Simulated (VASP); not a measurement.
# Al (I4/mmm) in VASP: single point with PBE

Aim: the single point of Al with PBE.

Program: VASP 6.6.1. These are calculated values, not measurements. Logs are shortened: lines on timing, memory, paths and dates and some standing lists are left out, and cuts for length are marked.

## (1) The cell of the first run

The typed cell holds 1 atom: a = 2.591 Å, b = 2.591 Å, c = 2.592 Å, α = 59.98°, β = 59.98°, γ = 60.03°.

## (2) Single point, PBE

The input, INCAR:

```
ALGO     = Normal         # electronic algorithm
EDIFF    = 1E-6           # SCF threshold, eV
ENCUT    = 520            # plane-wave cutoff, eV
GGA      = PE             # functional
ISIF     = 2              # what is computed and relaxed
ISMEAR   = 0              # smearing method
LASPH    = True           # aspherical terms in the spheres
LCHARG   = False          # write CHGCAR
LREAL    = False          # projectors in reciprocal space
LWAVE    = False          # write WAVECAR
NBANDS   = 8              # bands
NELM     = 80             # most SCF steps
PREC     = Accurate       # precision mode
SIGMA    = 0.1            # smearing width, eV
```

The input, KPOINTS:

```
k-points
0
Gamma
  8 8 8
```

The input, POSCAR:

```
Al
1.0
    2.5908009466      0.0449937901      0.0105198221
    1.2553651389      2.2667840794      0.0147159634
    1.2751403094      0.7624666504      2.1243472950
Al
1
Direct
    0.0000000000      0.0000000000      0.0000000000
```

Potentials or basis: VASP PAW PBE potentials, release 64 (Al).

On the command line:

```bash
cat potpaw_PBE.64/Al/POTCAR > POTCAR
mpirun -np 1 vasp_std > vasp.out
```

OUTCAR:

```text
EDIFF = 1E-6
   ENCUT = 520
   GGA = PE
   ISIF = 2
   ISMEAR = 0
   LASPH = True
   LREAL = False
   NELM = 80
   PREC = Accurate

 ion  position               nearest neighbor table
   1  0.000  0.000  0.000-

  LATTYP: Found a base centered monoclinic cell.
 ALAT       =     4.4873207810
 B/A-ratio  =     0.5776831709
 C/A-ratio  =     0.5777017025
 COS(beta)  =    -0.5776608793

  Lattice vectors:

 A1 = (   1.3156606372,  -0.7174728603,  -2.1138274729)
 A2 = (  -0.0197751705,   1.5043174290,  -2.1096313316)
 A3 = (   1.2751403094,   0.7624666504,   2.1243472950)

Analysis of symmetry for initial positions (statically):
=====================================================================
 Subroutine PRICEL returns:
 Original cell was already a primitive cell.

 Routine SETGRP: Setting up the symmetry group for a
 base centered monoclinic supercell.

 Subroutine GETGRP returns: Found  4 space group operations
 (whereof  4 operations were pure point group operations)
 out of a pool of  4 trial point group operations.

The static configuration has the point symmetry C_2h.

Analysis of symmetry for dynamics (positions and initial velocities):
=====================================================================
 Subroutine PRICEL returns:
 Original cell was already a primitive cell.

 Routine SETGRP: Setting up the symmetry group for a
 base centered monoclinic supercell.

 Subroutine GETGRP returns: Found  4 space group operations
 (whereof  4 operations were pure point group operations)
 out of a pool of  4 trial point group operations.

The dynamic configuration has the point symmetry C_2h.

 Subroutine INISYM returns: Found  4 space group operations
 (whereof  4 operations are pure point group operations),
 and found     1 'primitive' translations

----------------------------------------------------------------------------------------

                                     Primitive cell

  volume of cell :      12.3073

  direct lattice vectors                    reciprocal lattice vectors
     2.590800947  0.044993790  0.010519822     0.390355535 -0.215162561 -0.157085332
     1.255365139  2.266784079  0.014715963    -0.007114602  0.446105493 -0.155844784
     1.275140309  0.762466650  2.124347295    -0.001883766 -0.002024810  0.472590295

  length of vectors
     2.591212969  2.591229101  2.592332855     0.472597263  0.472597424  0.472598387

  position of ions in fractional coordinates (direct lattice)
     0.000000000  0.000000000  0.000000000

  ion indices of the primitive-cell ions
   primitive index   ion index
                 1           1

----------------------------------------------------------------------------------------

 KPOINTS: k-points

Automatic generation of k-mesh.
 Grid dimensions read from file:
 generate k-points for:    8    8    8

 Generating k-lattice:

  Cartesian coordinates                     Fractional coordinates (reciprocal lattice)
     0.048794442 -0.026895320 -0.019635666     0.125000000 -0.000000000  0.000000000
    -0.000889325  0.055763187 -0.019480598     0.000000000  0.125000000  0.000000000
    -0.000235471 -0.000253101  0.059073787     0.000000000  0.000000000  0.125000000

  Length of vectors
     0.059074658  0.059074678  0.059074798

  Shift w.r.t. Gamma in fractional coordinates (k-lattice)
     0.000000000  0.000000000  0.000000000

 Subroutine IBZKPT returns following result:
 ===========================================

 Found    150 irreducible k-points:

 Following reciprocal coordinates:
            Coordinates               Weight
  0.000000  0.000000  0.000000      1.000000
  0.125000  0.000000  0.000000      4.000000
  0.250000  0.000000  0.000000      4.000000
  0.375000  0.000000  0.000000      4.000000
  0.500000  0.000000  0.000000      2.000000
  0.125000  0.125000  0.000000      2.000000
[... 16 lines left out ...]
  0.125000  0.000000  0.125000      4.000000
  0.250000  0.000000  0.125000      4.000000
 [... further k-points ...]
   k-points           NKPTS =    150   k-points in BZ     NKDIM =    150   number of bands    NBANDS=      8
   number of dos      NEDOS =    301   number of ions     NIONS =      1
   total plane-waves  NPLWV =   8000
   dimension x,y,z NGX =    20 NGY =   20 NGZ =   20
   dimension x,y,z NGXF=    40 NGYF=   40 NGZF=   40
   ions per type =               1
   NGX,Y,Z   is equivalent  to a cutoff of  12.83, 12.83, 12.83 a.u.
   NGXF,Y,Z  is equivalent  to a cutoff of  25.66, 25.66, 25.65 a.u.
 SYSTEM =  unknown system
   PREC   = accura    normal or accurate (medium, high low for compatibility)
   ISTART =      0    job   : 0-new  1-cont  2-samecut
   ICHARG =      2    charge: 1-file 2-atom 10-const
   ISPIN  =      1    spin polarized calculation?
   LNONCOLLINEAR =      F non collinear calculations
   LSORBIT =      F    spin-orbit coupling
   LASPH  =      T    aspherical Exc in radial PAW
   ENCUT  =  520.0 eV  38.22 Ry    6.18 a.u.   4.82  4.82  4.82*2*pi/ulx,y,z
   NELM   =     80;   NELMIN=  2; NELMDL= -5     # of ELM steps
   EDIFF  = 0.1E-05   stopping-criterion for ELM
   LREAL  =      F    real-space projection
   EDIFFG = 0.1E-04   stopping-criterion for IOM
   NSW    =      0    number of steps for IOM
   IBRION =     -1    ionic relax: 0-MD 1-quasi-New 2-CG
   NFREE  =      0    steps in history (QN), initial steepest desc. (CG)
   ISIF   =      2    stress and relaxation
   ISYM   =      2    0-nonsym 1-usesym 2-fastsym
   POTIM  = 0.5000    time-step for ionic-motion
   TEBEG  =    0.0;   TEEND  =   0.0 temperature during run
   PSTRESS=    0.0 pullay stress
   NELECT =       3.0000    total number of electrons
   NUPDOWN=      -1.0000    fix difference up-down
   EMIN   =  10.00;   EMAX   =-10.00  energy-range for DOS
   EFERMI =   0.00;   METHOD = LEGACY
   ISMEAR =     0;   SIGMA  =   0.10  broadening in eV -4-tet -1-fermi 0-gaus
   EFERMI_NEDOS =   21; number of points for ismear=-14 and -15
   IALGO  =     38    algorithm
   IMIX   =      4    mixing-type and parameters
     AMIX     =   0.40;   BMIX     =  1.00
     AMIX_MAG =   1.60;   BMIX_MAG =  1.00
  volume/ion in A,a.u.               =      12.31        83.05
  Fermi-wavevector in a.u.,A,eV,Ry     =   1.022652  1.932532 14.229204  1.045817
  Thomas-Fermi vector in A             =   2.156343
   LORBIT       =      0    0 simple, 1 ext, 2 COOP (PROOUT), +10 PAW based schemes
   GGA     = PE    functional components
   LHFCALC =     F    Hartree Fock is set to
   AEXX    =    0.0000 exact exchange contribution
   IVDW    =     0    specifies the selected vdW correction
   LEPSILON=     F    determine dielectric tensor
   LRPA    =     F    only Hartree local field effects (RPA)
 non-spin polarized calculation
 Gauss-broadening in eV      SIGMA  =   0.10
  energy-cutoff  :      520.00
  volume of cell :       12.31
 maximum number of plane-waves:       343
   NGX =  9   NGY =  9   NGZ =  9

 number of electron       3.0000000 magnetization

 Free energy of the ion-electron system (eV)
  ---------------------------------------------------
  ext. energy  EPLUGINS =         0.00000000
  ---------------------------------------------------
  free energy    TOTEN  =        -3.29714226 eV

  energy without entropy =       -3.29232636  energy(sigma->0) =       -3.29473431

 E-fermi :  11.4857     XC(G=0): -11.3078

 val. band max:       11.0014229758   @ k =  -0.2500   0.5000   0.2500
 cond. band min:      11.5312733380   @ k =   0.5000   0.3750   0.2500
 fundamental gap:      0.5298503621
 Fermi energy:        11.4856798042

 k-point     1 :       0.0000    0.0000    0.0000
  band No.  band energies     occupation
      1      -1.8898      2.00000
      2      25.7963      0.00000
      3      25.7976      0.00000
      4      25.8082      0.00000
      5      29.8035      0.00000
      6      29.8070      0.00000
      7      29.8080      0.00000
      8      30.1901      0.00000

 k-point     2 :       0.1250    0.0000    0.0000
  band No.  band energies     occupation
      1      -1.3756      2.00000
      2      21.1734      0.00000
      3      25.2035      0.00000
      4      25.2147      0.00000
      5      29.4291      0.00000
      6      31.1916      0.00000
      7      31.1959      0.00000
      8      32.2132      0.00000

 k-point     3 :       0.2500    0.0000    0.0000
  band No.  band energies     occupation
      1       0.1516      2.00000
      2      15.4801      0.00000
      3      24.4862      0.00000
      4      24.5022      0.00000
      5      28.6674      0.00000
      6      29.3431      0.00000
      7      29.3783      0.00000
      8      34.2587      0.00000

 k-point     4 :       0.3750    0.0000    0.0000
  band No.  band energies     occupation
      1       2.6443      2.00000
      2      10.4243      2.00000
      3      24.2545      0.00000
      4      24.2757      0.00000
      5      27.2424      0.00000
      6      27.2727      0.00000
      7      28.4498      0.00000
      8      32.0669      0.00000

 k-point     5 :       0.5000    0.0000    0.0000
  band No.  band energies     occupation
      1       5.6071      2.00000
      2       6.6036      2.00000
      3      24.3240      0.00000
      4      24.3485      0.00000
      5      26.3801      0.00000
      6      26.4073      0.00000
      7      28.6032      0.00000
      8      31.0362      0.00000

 k-point     6 :       0.1250    0.1250    0.0000
  band No.  band energies     occupation
      1      -1.2040      2.00000
      2      22.7094      0.00000
      3      23.3710      0.00000
      4      23.3724      0.00000
      5      27.5753      0.00000
      6      29.6339      0.00000
      7      33.3112      0.00000
      8      33.3125      0.00000

 k-point     7 :       0.2500    0.1250    0.0000
  band No.  band energies     occupation
      1      -0.0153      2.00000
      2      17.6033      0.00000
      3      22.2177      0.00000
      4      23.3773      0.00000
      5      25.5628      0.00000
      6      29.4572      0.00000
      7      33.3285      0.00000
      8      33.4052      0.00000
[... 133 lines left out ...]
 k-point    20 :      -0.3750    0.3750   -0.0000
  band No.  band energies     occupation
      1       9.0175      2.00000
      2       9.4207      2.00000
      3      11.5694      0.23633
      4      19.6830      0.00000
      5      21.5176      0.00000
      6      30.8423      0.00000
      7      37.5337      0.00000
      8      37.9640      0.00000

 k-point    21 :       0.5000    0.5000    0.0000
  band No.  band energies     occupation
      1       7.8139      2.00000
      2       9.6151      2.00000
      3      16.7086      0.00000
      4      18.5925      0.00000
      5      18.5940      0.00000
      6      23.8831      0.00000
      7      41.7371      0.00000
      8      43.5855      0.00000

 k-point    22 :       0.0000    0.0000    0.1250
  band No.  band energies     occupation
      1      -1.3756      2.00000
      2      21.1735      0.00000
      3      25.2048      0.00000
      4      25.2133      0.00000
      5      29.4291      0.00000
      6      31.1903      0.00000
      7      31.1971      0.00000
      8      32.2134      0.00000

 k-point    23 :       0.1250    0.0000    0.1250
  band No.  band energies     occupation
      1      -1.2051      2.00000
      2      22.7093      0.00000
      3      23.3779      0.00000
      4      23.3862      0.00000
      5      27.5635      0.00000
      6      29.6065      0.00000
      7      33.3017      0.00000
      8      33.3066      0.00000

 k-point    24 :       0.2500    0.0000    0.1250
  band No.  band energies     occupation
      1      -0.0177      2.00000
      2      17.6089      0.00000
      3      22.2309      0.00000
      4      23.3773      0.00000
      5      25.5322      0.00000
      6      29.4671      0.00000
      7      33.3112      0.00000
      8      33.4320      0.00000

 [... further k-points ...]

------------------------ aborting loop because EDIFF is reached ----------------------------------------

  FORCE on cell =-STRESS in cart. coord.  units (eV):
  Direction    XX          YY          ZZ          XY          YZ          ZX
  --------------------------------------------------------------------------------------
  -------------------------------------------------------------------------------------
  Total        3.3415172      3.3420690      3.3406893     -0.0004805      0.0018412      0.0029878
  in kB      435.0028314    435.0746592    434.8950471     -0.0625523      0.2396845      0.3889491
  external PRESSURE =     434.9908459 kB  Pullay stress =       0.0000000 kB

 VOLUME and BASIS-vectors are now :
 -----------------------------------------------------------------------------
  energy-cutoff  :      520.00
  volume of cell :       12.31
      direct lattice vectors                 reciprocal lattice vectors
     2.590800947  0.044993790  0.010519822     0.390355535 -0.215162561 -0.157085332
     1.255365139  2.266784079  0.014715963    -0.007114602  0.446105493 -0.155844784
     1.275140309  0.762466650  2.124347295    -0.001883766 -0.002024810  0.472590295

 POSITION                                       TOTAL-FORCE (eV/Angst)
 -----------------------------------------------------------------------------------
      0.00000      0.00000      0.00000         0.000000      0.000000      0.000000
 -----------------------------------------------------------------------------------
    total drift:                               -0.000000      0.000000      0.000000

  FREE ENERGIE OF THE ION-ELECTRON SYSTEM (eV)
  ---------------------------------------------------
  free  energy   TOTEN  =        -3.2971422586 eV

  energy  without entropy=       -3.2923263619  energy(sigma->0) =       -3.29473431
```

Run time: 6.9 s. Hardware: 1 thread of Intel Xeon Platinum 8488C (Sapphire Rapids), shared host; peak memory 0.12 GiB.

Results:

| Property | Result |
| --- | --- |
| Free energy | -3.2971 eV |
| Pressure | 43.5 GPa |
| Band gap on the k mesh | zero (an odd number of electrons rules out a gap without spin polarisation) |

Caveat: the k points lie up to 0.37 Å⁻¹ apart, too coarse for converged energies and pressures of a metal.
